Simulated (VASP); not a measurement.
A run of VASP 6.6.1 is set up as follows.

File INCAR:

```
SYSTEM = LiBr
ALGO     = Normal         ! electronic algorithm
EDIFF    = 1E-6           ! SCF threshold, eV
ENCUT    = 750            ! plane-wave cutoff, eV
GGA      = PS             ! functional
GGA_COMPAT= .FALSE.      
ISIF     = 2              ! what is computed and relaxed
ISMEAR   = 0              ! smearing method
LASPH    = .TRUE.         ! aspherical terms in the spheres
LCHARG   = .TRUE.         ! write CHGCAR
LELF     = .TRUE.         ! ELF
LREAL    = .FALSE.        ! projectors in reciprocal space
LVHAR    = .TRUE.       
LWAVE    = .FALSE.        ! write WAVECAR
NBANDS   = 12             ! bands
NELM     = 120            ! most SCF steps
PREC     = Accurate       ! precision mode
SIGMA    = 0.01           ! smearing width, eV
```

File KPOINTS:

```
k-points
0
G
  8 8 8
  0 0 0
```

The input POSCAR:

```
LiBr
1.0
    2.5176884791      2.5176884791      0.0000000000
   -2.5176884791      2.5176884791      0.0000000000
    0.0000000000      2.5176884791      2.5176884791
Li Br
1 1
Direct
    0.0000000000      0.0000000000      0.0000000000
    0.5000000000      0.5000000000      0.0000000000
```

Potentials or basis: VASP PAW PBE potentials, release 64 (Li_sv, Br).

Run with:

```console
$ cat potpaw_PBE.64/Li_sv/POTCAR potpaw_PBE.64/Br/POTCAR > POTCAR
$ mpirun -np 1 vasp_std > vasp.out
```

Task: What does it give for the band gap on the k mesh?

Result: 5.55 eV, indirect (least direct gap 5.96 eV).

Task: Estimate the pressure.

Result: 10.0 GPa.

Caveat: the PAW data sets were made with another functional, which shifts forces and pressure a little. A k mesh can miss the band edges.
